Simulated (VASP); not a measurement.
# CaZr2N3 (Cmmm) in VASP: further runs, part 2 of 2

VASP 6.6.1.

### Step 4. Relaxation of cell and atoms, PBE

INCAR

```
ALGO = Normal
EDIFF = 1E-7
EDIFFG = -0.04
ENCUT = 600
GGA = PE
IBRION = 2
ISIF = 3
ISMEAR = 0
LASPH = True
LCHARG = False
LREAL = False
LWAVE = False
NELM = 60
NSW = 90
PREC = Accurate
SIGMA = 0.1
```

KPOINTS

```
k-points
0
Gamma
  4 4 6
```

POSCAR

```
CaZr2N3
1.0
    2.2640344900     -5.0263746900      0.0000000000
    2.2640344900      5.0263746900      0.0000000000
    0.0000000000      0.0000000000      3.5388033300
Ca Zr N
1 2 3
Direct
    0.0000000000      0.0000000000      0.0000000000
    0.6562623200      0.3437376800      0.5000000000
    0.3437376800      0.6562623200      0.5000000000
    0.1478336900      0.8521663100      0.5000000000
    0.8521663100      0.1478336900      0.5000000000
    0.5000000000      0.5000000000      0.0000000000
```

Potentials or basis: VASP PAW PBE potentials, release 64 (Ca_sv, Zr_sv, N).

Launch:

```bash
> cat potpaw_PBE.64/Ca_sv/POTCAR potpaw_PBE.64/Zr_sv/POTCAR potpaw_PBE.64/N/POTCAR > POTCAR
> mpirun -np 1 vasp_std > vasp.out
```

OUTCAR:

```text
EDIFF = 1E-7
   EDIFFG = -0.04
   ENCUT = 600
   GGA = PE
   IBRION = 2
   ISIF = 3
   ISMEAR = 0
   LASPH = True
   LREAL = False
   NELM = 60
   NSW = 90
   PREC = Accurate

 ion  position               nearest neighbor table
   1  0.000  0.000  0.000-   6 2.26   6 2.26   4 2.31   4 2.31   5 2.31   5 2.31   3 3.27   3 3.27
                             2 3.27   2 3.27   2 3.27   3 3.27   3 3.27   2 3.27
   2  0.656  0.344  0.500-   5 1.97   4 2.27   4 2.27   6 2.37   6 2.37   3 2.95   3 2.95   3 3.14
                             1 3.27   1 3.27   1 3.27   1 3.27
   3  0.344  0.656  0.500-   4 1.97   5 2.27   5 2.27   6 2.37   6 2.37   2 2.95   2 2.95   2 3.14
                             1 3.27   1 3.27   1 3.27   1 3.27
   4  0.148  0.852  0.500-   3 1.97   2 2.27   2 2.27   1 2.31   1 2.31
   5  0.852  0.148  0.500-   2 1.97   3 2.27   3 2.27   1 2.31   1 2.31
   6  0.500  0.500  0.000-   1 2.26   1 2.26   3 2.37   2 2.37   3 2.37   2 2.37

  LATTYP: Found a base centered orthorhombic cell.
 ALAT       =     4.5280689800
 B/A-ratio  =     2.2200963423
 C/A-ratio  =     0.7815259321

  Lattice vectors:

 A1 = (   2.2640344900,  -5.0263746900,   0.0000000000)
 A2 = (   2.2640344900,   5.0263746900,   0.0000000000)
 A3 = (   0.0000000000,   0.0000000000,   3.5388033300)

Analysis of symmetry for initial positions (statically):
=====================================================================
 Subroutine PRICEL returns:
 Original cell was already a primitive cell.

 Routine SETGRP: Setting up the symmetry group for a
 base centered orthorhombic supercell.

 Subroutine GETGRP returns: Found  8 space group operations
 (whereof  8 operations were pure point group operations)
 out of a pool of  8 trial point group operations.

The static configuration has the point symmetry D_2h.

Analysis of symmetry for dynamics (positions and initial velocities):
=====================================================================
 Subroutine PRICEL returns:
 Original cell was already a primitive cell.

 Routine SETGRP: Setting up the symmetry group for a
 base centered orthorhombic supercell.

 Subroutine GETGRP returns: Found  8 space group operations
 (whereof  8 operations were pure point group operations)
 out of a pool of  8 trial point group operations.

The dynamic configuration has the point symmetry D_2h.

 Subroutine INISYM returns: Found  8 space group operations
 (whereof  8 operations are pure point group operations),
 and found     1 'primitive' translations

----------------------------------------------------------------------------------------

                                     Primitive cell

  volume of cell :      80.5424

  direct lattice vectors                    reciprocal lattice vectors
     2.264034490 -5.026374690  0.000000000     0.220844692 -0.099475274  0.000000000
     2.264034490  5.026374690  0.000000000     0.220844692  0.099475274  0.000000000
     0.000000000  0.000000000  3.538803330     0.000000000  0.000000000  0.282581400

  length of vectors
     5.512739310  5.512739310  3.538803330     0.242214178  0.242214178  0.282581400

  position of ions in fractional coordinates (direct lattice)
     0.000000000  0.000000000  0.000000000
     0.656262320  0.343737680  0.500000000
     0.343737680  0.656262320  0.500000000
     0.147833690  0.852166310  0.500000000
     0.852166310  0.147833690  0.500000000
     0.500000000  0.500000000  0.000000000

  ion indices of the primitive-cell ions
   primitive index   ion index
                 1           1
                 2           2
[... 70 lines left out ...]
   ISPIN  =      1    spin polarized calculation?
   LNONCOLLINEAR =      F non collinear calculations
   LSORBIT =      F    spin-orbit coupling
   LASPH  =      T    aspherical Exc in radial PAW
   ENCUT  =  600.0 eV  44.10 Ry    6.64 a.u.  11.01 11.01  7.07*2*pi/ulx,y,z
   NELM   =     60;   NELMIN=  2; NELMDL= -5     # of ELM steps
   EDIFF  = 0.1E-06   stopping-criterion for ELM
   LREAL  =      F    real-space projection
   EDIFFG = -.4E-01   stopping-criterion for IOM
   NSW    =     90    number of steps for IOM
   IBRION =      2    ionic relax: 0-MD 1-quasi-New 2-CG
   NFREE  =      1    steps in history (QN), initial steepest desc. (CG)
   ISIF   =      3    stress and relaxation
   ISYM   =      2    0-nonsym 1-usesym 2-fastsym
   POTIM  = 0.5000    time-step for ionic-motion
   TEBEG  =    0.0;   TEEND  =   0.0 temperature during run
   PSTRESS=    0.0 pullay stress
   NELECT =      49.0000    total number of electrons
   NUPDOWN=      -1.0000    fix difference up-down
   EMIN   =  10.00;   EMAX   =-10.00  energy-range for DOS
   EFERMI =   0.00;   METHOD = LEGACY
   ISMEAR =     0;   SIGMA  =   0.10  broadening in eV -4-tet -1-fermi 0-gaus
   EFERMI_NEDOS =   21; number of points for ismear=-14 and -15
   IALGO  =     38    algorithm
   IMIX   =      4    mixing-type and parameters
     AMIX     =   0.40;   BMIX     =  1.00
     AMIX_MAG =   1.60;   BMIX_MAG =  1.00
  volume/ion in A,a.u.               =      13.42        90.59
  Fermi-wavevector in a.u.,A,eV,Ry     =   1.387178  2.621386 26.181172  1.924262
  Thomas-Fermi vector in A             =   2.511423
   LORBIT       =      0    0 simple, 1 ext, 2 COOP (PROOUT), +10 PAW based schemes
   GGA     = PE    functional components
   LHFCALC =     F    Hartree Fock is set to
   AEXX    =    0.0000 exact exchange contribution
   IVDW    =     0    specifies the selected vdW correction
   LEPSILON=     F    determine dielectric tensor
   LRPA    =     F    only Hartree local field effects (RPA)
 conjugate gradient relaxation of ions
 non-spin polarized calculation
 Gauss-broadening in eV      SIGMA  =   0.10
  energy-cutoff  :      600.00
  volume of cell :       80.54
 maximum number of plane-waves:      2702
 NGX is ok and might be reduce to    48
   NGX = 23   NGY = 23   NGZ = 15

--------------------------------------- Ionic step        1  -------------------------------------------

 number of electron      49.0000002 magnetization

 Free energy of the ion-electron system (eV)
  ---------------------------------------------------
  ext. energy  EPLUGINS =         0.00000000
  ---------------------------------------------------
  free energy    TOTEN  =       -51.26018049 eV

  energy without entropy =      -51.25203317  energy(sigma->0) =      -51.25610683

------------------------ aborting loop because EDIFF is reached ----------------------------------------

  FORCE on cell =-STRESS in cart. coord.  units (eV):
  Direction    XX          YY          ZZ          XY          YZ          ZX
  --------------------------------------------------------------------------------------
  -------------------------------------------------------------------------------------
  Total        7.6457240     11.7731367      2.2380947      0.0000000      0.0000000      0.0000000
  in kB      152.0914771    234.1954466     44.5209813      0.0000000      0.0000000      0.0000000
  external PRESSURE =     143.6026350 kB  Pullay stress =       0.0000000 kB
[... 101 lines left out ...]
  FREE ENERGIE OF THE ION-ELECTRON SYSTEM (eV)
  ---------------------------------------------------
  free  energy   TOTEN  =       -51.7935129568 eV

  energy  without entropy=      -51.7841326167  energy(sigma->0) =      -51.78882279

[... ionic steps 4 to 7 ...]

--------------------------------------- Ionic step        8  -------------------------------------------

 number of electron      49.0000002 magnetization

------------------------ aborting loop because EDIFF is reached ----------------------------------------
[... 75 lines left out ...]
--------------------------------------- Ionic step       10  -------------------------------------------

 number of electron      49.0000001 magnetization

 Free energy of the ion-electron system (eV)
  ---------------------------------------------------
  ext. energy  EPLUGINS =         0.00000000
  ---------------------------------------------------
  free energy    TOTEN  =       -51.97520951 eV

  energy without entropy =      -51.96499243  energy(sigma->0) =      -51.97010097

 E-fermi :   7.5734     XC(G=0): -11.1306

 val. band max:        7.5724003039   @ k =  -0.2500   0.2500   0.5000
 cond. band min:       7.6011243122   @ k =  -0.2500   0.2500   0.3333
 fundamental gap:      0.0287240082
 Fermi energy:         7.5734455190

 k-point     1 :       0.0000    0.0000    0.0000
  band No.  band energies     occupation
      1     -41.7278      2.00000
      2     -41.6359      2.00000
      3     -31.4671      2.00000
      4     -20.1570      2.00000
      5     -19.9141      2.00000
      6     -19.7309      2.00000
[... 757 lines left out ...]
     28      10.3776      0.00000
     29      10.3816      0.00000

 [... further k-points ...]
[... 5 lines left out ...]
  --------------------------------------------------------------------------------------
  -------------------------------------------------------------------------------------
  Total       -0.2347648     -0.2122035     -0.2307910      0.0000000      0.0000000      0.0000000
  in kB       -4.3901229     -3.9682255     -4.3158122      0.0000000      0.0000000      0.0000000
  external PRESSURE =      -4.2247202 kB  Pullay stress =       0.0000000 kB
[... 21 lines left out ...]
  FREE ENERGIE OF THE ION-ELECTRON SYSTEM (eV)
  ---------------------------------------------------
  free  energy   TOTEN  =       -51.9752095120 eV

  energy  without entropy=      -51.9649924336  energy(sigma->0) =      -51.97010097

 reached required accuracy - stopping structural energy minimisation
```

CONTCAR:

```text
CaZr2N3
   1.00000000000000
     2.3026355546918973   -5.3349846069153815    0.0000000000000000
     2.3026355546918973    5.3349846069153815    0.0000000000000000
     0.0000000000000000    0.0000000000000000    3.4872128945516465
  Ca              Zr              N
     1     2     3
Direct
     0.0000000000000000    0.0000000000000000    0.0000000000000000
     0.6490747255336694    0.3509252744663305    0.5000000000000000
     0.3509252744663305    0.6490747255336694    0.5000000000000000
     0.1587331186039677    0.8412668813960321    0.5000000000000000
     0.8412668813960321    0.1587331186039677    0.5000000000000000
     0.5000000000000000    0.5000000000000000    0.0000000000000000

  0.00000000E+00  0.00000000E+00  0.00000000E+00
  0.00000000E+00  0.00000000E+00  0.00000000E+00
  0.00000000E+00  0.00000000E+00  0.00000000E+00
  0.00000000E+00  0.00000000E+00  0.00000000E+00
  0.00000000E+00  0.00000000E+00  0.00000000E+00
  0.00000000E+00  0.00000000E+00  0.00000000E+00
```

Run time: 7.7 min. Hardware: 1 thread of Intel Xeon 6975P-C (Granite Rapids), shared host; peak memory 0.3 GiB.

What came out:

```
Free energy                            : -51.9752 eV
Relaxed volume                         : 14.28 Å³/atom
Relaxed cell                           : a = 5.811 Å, b = 5.811 Å, c = 3.487 Å, α = 90.00°, β = 90.00°, γ = 133.31°
Space group after relaxing (to 0.05 Å) : Cmmm (No. 65)
Energy gained by relaxing              : 119.2 meV/atom
Ionic steps                            : 10
Pressure after relaxing                : -0.4 GPa
Largest force after relaxing           : 0.036 eV/Å
```

Forces in eV/Å, atoms in the order of the input:
```
Ca   0.000  0.000  0.000
Zr   0.000  0.032  0.000
Zr   0.000 -0.032  0.000
N    0.000 -0.036  0.000
N    0.000  0.036  0.000
N    0.000  0.000  0.000
```

The path:
```csv
step,energy change (eV),largest force (eV/Å),pressure (GPa),volume (Å³)
1,0.0000,3.4012,14.36,80.54
2,0.2986,2.4495,-15.89,95.27
3,-0.5333,1.6369,-2.44,86.41
4,-0.5352,1.6187,-1.77,86.11
5,-0.6875,0.3611,-0.54,85.88
6,-0.6953,0.3862,-0.11,85.81
7,-0.7115,0.0620,0.05,85.68
8,-0.7125,0.1915,0.11,85.63
9,-0.7139,0.1107,-0.76,85.71
10,-0.7150,0.0360,-0.42,85.68
```

Final structure:
```
Ca Zr N
1.0
     2.30264   -5.33498    0.00000
     2.30264    5.33498    0.00000
     0.00000    0.00000    3.48721
Ca Zr N
1 2 3
Direct
  0.00000 0.00000 0.00000
  0.64907 0.35093 0.50000
  0.35093 0.64907 0.50000
  0.15873 0.84127 0.50000
  0.84127 0.15873 0.50000
  0.50000 0.50000 0.00000
```

Caveat: the k points lie up to 0.37 Å⁻¹ apart in the final cell.

### Step 5. Single point, PBE, collinear spin, ferromagnetic start

This run uses another cell than the first one, of 14.22 Å³/atom, 1.059 times its volume.

INCAR

```
PREC = Accurate
ENCUT = 520
EDIFF = 1E-7
ISMEAR = 0
SIGMA = 0.1
LREAL = False
LASPH = True
NELM = 150
ALGO = Normal
ISIF = 2
LWAVE = False
LCHARG = True
ISPIN = 2
MAGMOM = 0 1 1 0 0 0
LORBIT = 11
LMAXMIX = 4
GGA = PE
LELF = True
LVHAR = True
NBANDS = 38
```

KPOINTS

```
Automatic mesh
0
Gamma
  4 4 6
```

POSCAR

```
CaZr2N3
1.0
    2.2999187477     -5.3300106001      0.0000000000
    2.2999187477      5.3300106001      0.0000000000
    0.0000000000      0.0000000000      3.4802686666
Ca Zr N
1 2 3
Direct
    0.0000000000      0.0000000000      0.0000000000
    0.6489971789      0.3510028211      0.5000000000
    0.3510028211      0.6489971789      0.5000000000
    0.1587516799      0.8412483201      0.5000000000
    0.8412483201      0.1587516799      0.5000000000
    0.5000000000      0.5000000000      0.0000000000
```

Launch:

```bash
> cat potpaw_PBE.64/Ca_sv/POTCAR potpaw_PBE.64/Zr_sv/POTCAR potpaw_PBE.64/N/POTCAR > POTCAR
> mpirun -np 1 vasp_std > vasp.out
```

It took 2.2 min on 1 thread of Intel Xeon 6975P-C (Granite Rapids), shared host; peak memory 0.38 GiB.

Results (log left out):

```
Free energy                                           : -51.9760 eV
Pressure                                              : 0.3 GPa
Largest force                                         : 0.023 eV/Å
Net moment                                            : 0.00 μB per cell
Valence electrons inside the program's atomic spheres : Ca 8.36; Zr 9.79; N 3.69, 3.67
```

Forces in eV/Å, atoms in the order of the input:
```
Ca   0.000  0.000  0.000
Zr   0.000  0.023  0.000
Zr   0.000 -0.023  0.000
N    0.000 -0.017  0.000
N    0.000  0.017  0.000
N    0.000  0.000  0.000
```

Stress tensor (GPa, compression positive):
```
0.29 0.00 0.00
0.00 0.30 0.00
0.00 0.00 0.19
```

Levels at points of the mesh, in eV from the Fermi level:
Spin up:
```csv
k point,band 22,band 23,band 24,band 25,band 26,band 27,band 28,band 29
"(0.00, 0.00, 0.00)",-2.17,-1.78,-1.72,-1.29,0.94,1.57,1.88,2.09
"(0.50, 0.00, 0.00)",-3.07,-2.55,-2.37,-0.69,1.70,2.85,3.06,3.45
"(0.50, 0.50, 0.00)",-2.49,-2.14,-1.18,0.27,1.02,1.33,1.51,2.42
"(0.00, 0.00, 0.50)",-2.53,-2.46,-1.92,-1.11,1.56,1.72,2.22,2.54
"(0.50, 0.00, 0.50)",-3.33,-2.96,-2.71,2.12,2.16,2.52,2.82,2.83
"(0.50, 0.50, 0.50)",-2.82,-1.74,-1.74,-0.96,0.33,0.89,3.02,3.29
```
Spin down:
| k point | band 23 | band 24 | band 25 | band 26 | band 27 | band 28 |
| --- | --- | --- | --- | --- | --- | --- |
| (0.00, 0.00, 0.00) | -1.78 | -1.72 | -1.29 | 0.94 | 1.57 | 1.88 |
| (0.50, 0.00, 0.00) | -2.55 | -2.37 | -0.69 | 1.70 | 2.85 | 3.06 |
| (0.50, 0.50, 0.00) | -2.14 | -1.18 | 0.27 | 1.02 | 1.33 | 1.51 |
| (0.00, 0.00, 0.50) | -2.46 | -1.92 | -1.11 | 1.56 | 1.72 | 2.22 |
| (0.50, 0.00, 0.50) | -2.96 | -2.71 | 2.12 | 2.16 | 2.52 | 2.82 |
| (0.50, 0.50, 0.50) | -1.74 | -1.74 | -0.96 | 0.33 | 0.89 | 3.02 |

Caveat: the k points lie up to 0.37 Å⁻¹ apart.

### Step 6. Summary

```csv
task,spin,cell,cutoff (eV),gap on the mesh (eV),pressure (GPa),largest force (eV/Å)
single point,off,"a = 5.513, b = 5.513, c = 3.539 Å, angles 90.0, 90.0, 131.5°, 6 atoms",520,none,14.4,3.40
single point,off,"a = 5.805, b = 5.805, c = 3.480 Å, angles 90.0, 90.0, 133.3°, 6 atoms",520,none,0.3,0.02
relaxation of cell and atoms,off,"relaxed from a = 5.513, b = 5.513, c = 3.539 Å, angles 90.0, 90.0, 131.5°, 6 atoms",600,none,-0.4,0.04
single point,"collinear, ferromagnetic start","a = 5.805, b = 5.805, c = 3.480 Å, angles 90.0, 90.0, 133.3°, 6 atoms",520,none,0.3,0.02
```

Alike in all rows: level PBE; potentials or basis VASP PAW PBE potentials, release 64 (Ca_sv, Zr_sv, N); k mesh 4 × 4 × 6; smearing gaussian 0.1 eV.

Caveats: all runs use coarse meshes; forces of over 1 eV/Å act on the atoms, so gaps and moduli don't describe the material at rest (some runs).

Total energies depend on the potentials used, so only differences within one code and one set of settings carry meaning.
